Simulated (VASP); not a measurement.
# V (Im-3m) in VASP: further runs, part 2 of 2

VASP 6.6.1. The steps go on from the part before.

### Step 4. Single point, LDA, collinear spin, ferromagnetic start

This run uses another cell than the first one, of 12.50 Å³/atom, 0.960 times its volume.

INCAR reads:

```
PREC     = Accurate       # precision mode
ENCUT    = 500            # plane-wave cutoff, eV
EDIFF    = 1E-6           # SCF threshold, eV
ISMEAR   = 0              # smearing method
SIGMA    = 0.05           # smearing width, eV
LREAL    = F              # projectors in reciprocal space
LASPH    = T              # aspherical terms in the spheres
NELM     = 200            # most SCF steps
ALGO     = Normal         # electronic algorithm
ISIF     = 2              # what is computed and relaxed
LWAVE    = F              # write WAVECAR
LCHARG   = F              # write CHGCAR
ISPIN    = 2              # spin polarisation
MAGMOM   = 0.05           # initial moments
LORBIT   = 11             # projections on sites
LMAXMIX  = 4              # l up to which the mixer works
NBANDS   = 16             # bands
GGA_COMPAT= F
```

KPOINTS reads:

```
regular mesh
0
Gamma
  20 20 20
```

POSCAR reads:

```
V
1.0
   -1.4620888496      1.4620888496      1.4620888496
    1.4620888496     -1.4620888496      1.4620888496
    1.4620888496      1.4620888496     -1.4620888496
V
1
Direct
    0.0000000000      0.0000000000      0.0000000000
```

Potentials or basis: VASP PAW LDA potentials, release 64 (V_sv).

On the command line:

```bash
cat potpaw_LDA.64/V_sv/POTCAR > POTCAR
mpirun -np 1 vasp_std > vasp.out
```

OUTCAR:

```text
PREC = Accurate
   ENCUT = 500
   EDIFF = 1E-6
   ISMEAR = 0
   LREAL = F
   LASPH = T
   NELM = 200
   ISIF = 2
   ISPIN = 2
   LORBIT = 11

 ion  position               nearest neighbor table
   1  0.000  0.000  0.000-

  LATTYP: Found a body centered cubic cell.
 ALAT       =     2.9241776992

  Lattice vectors:

 A1 = (  -1.4620888496,   1.4620888496,   1.4620888496)
 A2 = (   1.4620888496,  -1.4620888496,   1.4620888496)
 A3 = (   1.4620888496,   1.4620888496,  -1.4620888496)

Analysis of symmetry for initial positions (statically):
=====================================================================
 Subroutine PRICEL returns:
 Original cell was already a primitive cell.

 Routine SETGRP: Setting up the symmetry group for a
 body centered cubic supercell.

 Subroutine GETGRP returns: Found 48 space group operations
 (whereof 48 operations were pure point group operations)
 out of a pool of 48 trial point group operations.

The static configuration has the point symmetry O_h .

Analysis of symmetry for dynamics (positions and initial velocities):
=====================================================================
 Subroutine PRICEL returns:
 Original cell was already a primitive cell.

 Routine SETGRP: Setting up the symmetry group for a
 body centered cubic supercell.

 Subroutine GETGRP returns: Found 48 space group operations
 (whereof 48 operations were pure point group operations)
 out of a pool of 48 trial point group operations.

The dynamic configuration has the point symmetry O_h .

Analysis of structural, dynamic, and magnetic symmetry:
=====================================================================
 Subroutine PRICEL returns:
 Original cell was already a primitive cell.

 Routine SETGRP: Setting up the symmetry group for a
 body centered cubic supercell.

 Subroutine GETGRP returns: Found 48 space group operations
 (whereof 48 operations were pure point group operations)
[... 127 lines left out ...]
   AEXX    =    0.0000 exact exchange contribution
   IVDW    =     0    specifies the selected vdW correction
   LEPSILON=     F    determine dielectric tensor
   LRPA    =     F    only Hartree local field effects (RPA)
 spin polarized calculation
 Gauss-broadening in eV      SIGMA  =   0.05
  energy-cutoff  :      500.00
  volume of cell :       12.50
 maximum number of plane-waves:       329
   NGX =  9   NGY =  9   NGZ =  9

 number of electron      13.0000012 magnetization      -0.0032500

 number of electron      13.0000012 magnetization       0.0000908

 Free energy of the ion-electron system (eV)
  ---------------------------------------------------
  ext. energy  EPLUGINS =         0.00000000
  ---------------------------------------------------
  free energy    TOTEN  =        -9.94996680 eV

  energy without entropy =       -9.94811466  energy(sigma->0) =       -9.94904073

 E-fermi :  10.4392     XC(G=0): -13.6418

 val. band max:       10.4340632908   @ k =   0.3000   0.1000   0.1000
 cond. band min:      10.4464269025   @ k =   0.1500   0.0000   0.0000
 fundamental gap:      0.0123636117
 Fermi energy:        10.4392487408

 spin component 1

 k-point     1 :       0.0000    0.0000    0.0000
  band No.  band energies     occupation
      1     -52.4425      1.00000
      2     -26.0046      1.00000
      3     -26.0046      1.00000
      4     -26.0046      1.00000
      5       3.7893      1.00000
      6      10.8423      0.00000
[... 435 lines left out ...]
      5       6.8677      1.00000
      6       9.6678      1.00000
[... 8 lines left out ...]
     15      39.1645      0.00000
     16      40.3907      0.00000

 [... further k-points ...]

 spin component 2

 k-point     1 :       0.0000    0.0000    0.0000
  band No.  band energies     occupation
      1     -52.4424      1.00000
      2     -26.0046      1.00000
      3     -26.0046      1.00000
      4     -26.0046      1.00000
      5       3.7893      1.00000
      6      10.8424      0.00000
[... 435 lines left out ...]
      5       6.8678      1.00000
      6       9.6678      1.00000
[... 8 lines left out ...]
     15      39.1646      0.00000
     16      40.3907      0.00000

 [... further k-points ...]
[... 5 lines left out ...]
  --------------------------------------------------------------------------------------
  -------------------------------------------------------------------------------------
  Total        0.0636577      0.0636577      0.0636577      0.0000000      0.0000000      0.0000000
  in kB        8.1579296      8.1579296      8.1579296      0.0000000      0.0000000      0.0000000
  external PRESSURE =       8.1579296 kB  Pullay stress =       0.0000000 kB

 VOLUME and BASIS-vectors are now :
 -----------------------------------------------------------------------------
  energy-cutoff  :      500.00
  volume of cell :       12.50
      direct lattice vectors                 reciprocal lattice vectors
    -1.462088850  1.462088850  1.462088850     0.000000000  0.341976481  0.341976481
     1.462088850 -1.462088850  1.462088850     0.341976481  0.000000000  0.341976481
     1.462088850  1.462088850 -1.462088850     0.341976481  0.341976481  0.000000000

 POSITION                                       TOTAL-FORCE (eV/Angst)
 -----------------------------------------------------------------------------------
      0.00000      0.00000      0.00000         0.000000     -0.000000      0.000000
 -----------------------------------------------------------------------------------
    total drift:                                0.000000      0.000000      0.000000

  FREE ENERGIE OF THE ION-ELECTRON SYSTEM (eV)
  ---------------------------------------------------
  free  energy   TOTEN  =        -9.9499668045 eV

  energy  without entropy=       -9.9481146623  energy(sigma->0) =       -9.94904073

 total charge

# of ion       s       p       d       tot
------------------------------------------
    1        2.366   6.242   3.206  11.814

 magnetization (x)

# of ion       s       p       d       tot
------------------------------------------
    1       -0.000   0.000   0.000   0.000
```

OSZICAR:

```text
N       E                     dE             d eps       ncg     rms          rms(c)
DAV:   1     0.881332941853E+02    0.88133E+02   -0.62938E+03 16616   0.875E+02
DAV:   2    -0.980669594779E+01   -0.97940E+02   -0.93870E+02 17896   0.267E+02
DAV:   3    -0.112526099551E+02   -0.14459E+01   -0.14442E+01 18760   0.354E+01
DAV:   4    -0.112577448037E+02   -0.51348E-02   -0.51348E-02 19216   0.221E+00
DAV:   5    -0.112577850763E+02   -0.40273E-04   -0.40273E-04 18920   0.183E-01    0.206E+01
DAV:   6    -0.998743717822E+01    0.12703E+01   -0.12705E+00 16704   0.211E+01    0.260E+00
DAV:   7    -0.996038410880E+01    0.27053E-01   -0.18696E-02 18304   0.151E+00    0.128E+00
DAV:   8    -0.994990003688E+01    0.10484E-01   -0.67423E-03 18088   0.101E+00    0.171E-01
DAV:   9    -0.994994612955E+01   -0.46093E-04   -0.81286E-05 18624   0.101E-01    0.980E-02
DAV:  10    -0.994996195521E+01   -0.15826E-04   -0.21342E-06 17504   0.161E-02    0.293E-02
DAV:  11    -0.994996664365E+01   -0.46884E-05   -0.17726E-06 17536   0.124E-02    0.507E-03
DAV:  12    -0.994996680455E+01   -0.16089E-06   -0.11941E-07  8608   0.355E-03
   1 F= -.99499668E+01 E0= -.99490407E+01  d E =-.185214E-02  mag=    -0.0000
```

stdout:

```text
POSCAR found type information on POSCAR V
 POSCAR found :  1 types and       1 ions
 scaLAPACK will be used
 LDA part: xc-table for (Slater(with rela. corr.)+CA(PZ))
 , standard interpolation
 POSCAR, INCAR and KPOINTS ok, starting setup
 FFT: planning ... GRIDC
 FFT: planning ... GRID_SOFT
 FFT: planning ... GRID
 WAVECAR not read
 entering main loop
```

Run time: 26 s. Hardware: 1 thread of Intel Xeon 6975P-C (Granite Rapids), shared host; peak memory 0.17 GiB.

What came out:

```
Free energy                                           : -9.9500 eV
Pressure                                              : 0.8 GPa
Net moment                                            : 0.00 μB per cell
Valence electrons inside the program's atomic spheres : V 11.81
```

Levels at points of the mesh, in eV from the Fermi level:
Spin up:
```csv
k point,band 3,band 4,band 5,band 6,band 7,band 8,band 9,band 10
"(0.00, 0.00, 0.00)",-36.44,-36.44,-6.65,0.40,0.40,0.40,2.59,2.59
"(0.50, 0.00, 0.00)",-36.80,-36.46,-3.43,-1.30,2.04,2.62,3.01,4.55
"(0.50, 0.50, 0.50)",-37.23,-37.23,-3.37,-3.37,4.11,4.11,4.11,10.95
```
Spin down:
```tsv
k point	band 3	band 4	band 5	band 6	band 7	band 8	band 9	band 10
(0.00, 0.00, 0.00)	-36.44	-36.44	-6.65	0.40	0.40	0.40	2.59	2.59
(0.50, 0.00, 0.00)	-36.80	-36.46	-3.43	-1.30	2.04	2.62	3.01	4.55
(0.50, 0.50, 0.50)	-37.23	-37.23	-3.37	-3.37	4.11	4.11	4.11	10.95
```

### Step 5. Summary

```tsv
task	spin	cell	k mesh	gap on the mesh (eV)	pressure (GPa)
single point	off	a = 2.567 Å, angles 109.5°, 1 atom	22 × 22 × 22	none	-7.4
relaxation of cell and atoms	off	relaxed from a = 2.534 Å, angles 109.5°, 1 atom	22 × 22 × 22	none	0.0
single point	collinear, ferromagnetic start	a = 2.532 Å, angles 109.5°, 1 atom	20 × 20 × 20	none	0.8
```

Alike in all rows: level LDA; potentials or basis VASP PAW LDA potentials, release 64 (V_sv); cutoff (eV) 500; smearing gaussian 0.05 eV.

Total energies depend on the potentials used, so only differences within one code and one set of settings carry meaning.
